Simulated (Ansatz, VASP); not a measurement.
Ga2O3: VASP beside Ansatz

```
Ga O
1.0
     2.52881    1.46001    4.54087
    -2.52881    1.46001    4.54087
     0.00000   -2.92002    4.54087
Ga O
4 6
Cartesian
  0.0000 0.0000 11.6588
  0.0000 0.0000 8.7751
  0.0000 0.0000 1.9638
  0.0000 0.0000 4.8475
  0.7665 1.5923 5.6761
  0.9957 -1.4600 5.6761
  -1.7623 -0.1323 5.6761
  -0.7665 -1.5923 7.9465
  1.7623 0.1323 7.9465
  -0.9957 1.4600 7.9465
```

Alike in both runs: functional PBE; k mesh 6 × 6 × 6; occupations gaussian, width 0.02 eV; no spin polarisation.

Ansatz relaxed the structure, and its values are those at the end. VASP's run is a single point on that final structure, the one shown.

```csv
,VASP,Ansatz
version,VASP 6.6.1,Ansatz 0.2.0
potentials or method,"VASP PAW PBE potentials, release 64 (Ga_d, O), cutoff 520 eV","scalar-relativistic, plane waves, PAW"
valence electrons in the cell,88,88
```

Ansatz gave:

- gap on the k mesh at the Fermi level (eV): 2.40
- least direct gap on the mesh (eV): 2.63
- pressure (GPa): 0.0
- rms of the force components (eV/Å): 0.000

Estimate VASP's values.

gap on the k mesh at the Fermi level (eV): 2.39; least direct gap on the mesh (eV): 2.63; pressure (GPa): 1.0; rms of the force components (eV/Å): 0.004.
